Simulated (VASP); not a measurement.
Input of a VASP 6.6.1 run:

Contents of POSCAR:

```
LiF
1.0
    0.0000000000      2.0617793868      2.0617793868
    2.0617793868      0.0000000000      2.0617793868
    2.0617793868      2.0617793868      0.0000000000
Li F
1 1
Direct
    0.0000000000      0.0000000000      0.0000000000
    0.5000000000      0.5000000000      0.5000000000
```

INCAR.step1

```
SYSTEM = LiF
ALGO     = Normal         ! electronic algorithm
EDIFF    = 1E-5           ! SCF threshold, eV
ENCUT    = 520            ! plane-wave cutoff, eV
GGA      = PE             ! functional
ISIF     = 2              ! what is computed and relaxed
ISMEAR   = -1             ! smearing method
LASPH    = .True.         ! aspherical terms in the spheres
LCHARG   = .False.        ! write CHGCAR
LREAL    = .False.        ! projectors in reciprocal space
LWAVE    = .True.         ! write WAVECAR
NBANDS   = 12             ! bands
NELM     = 100            ! most SCF steps
PREC     = Accurate       ! precision mode
SIGMA    = 0.05           ! smearing width, eV
```

The input INCAR.step2:

```
SYSTEM = LiF
ALGO     = Normal         ! electronic algorithm
EDIFF    = 1E-6           ! SCF threshold, eV
ENCUT    = 520            ! plane-wave cutoff, eV
GGA      = PE             ! functional
HFSCREEN = 0.2079         ! screening, 1/A
ISIF     = 2              ! what is computed and relaxed
ISMEAR   = -1             ! smearing method
ISTART   = 1            
LASPH    = .True.         ! aspherical terms in the spheres
LCHARG   = .False.        ! write CHGCAR
LHFCALC  = .True.         ! exact exchange
LREAL    = .False.        ! projectors in reciprocal space
LWAVE    = .False.        ! write WAVECAR
NBANDS   = 12             ! bands
NELM     = 100            ! most SCF steps
PREC     = Accurate       ! precision mode
PRECFOCK = Normal       
SIGMA    = 0.05           ! smearing width, eV
```

KPOINTS

```
k-points
0
Gamma
  4 4 4
  0 0 0
```

Potentials or basis: VASP PAW PBE potentials, release 64 (Li_sv, F).

Run with:

```sh
$ cat potpaw_PBE.64/Li_sv/POTCAR potpaw_PBE.64/F/POTCAR > POTCAR
$ cp INCAR.step1 INCAR
$ mpirun -np 1 vasp_std > vasp.out
$ cp INCAR.step2 INCAR
$ mpirun -np 1 vasp_std > vasp.out
```

(1) Estimate the band gap on the k mesh.

Answers

(1) 10.75 eV, direct.

Caveat: the k points lie up to 0.66 Å⁻¹ apart.
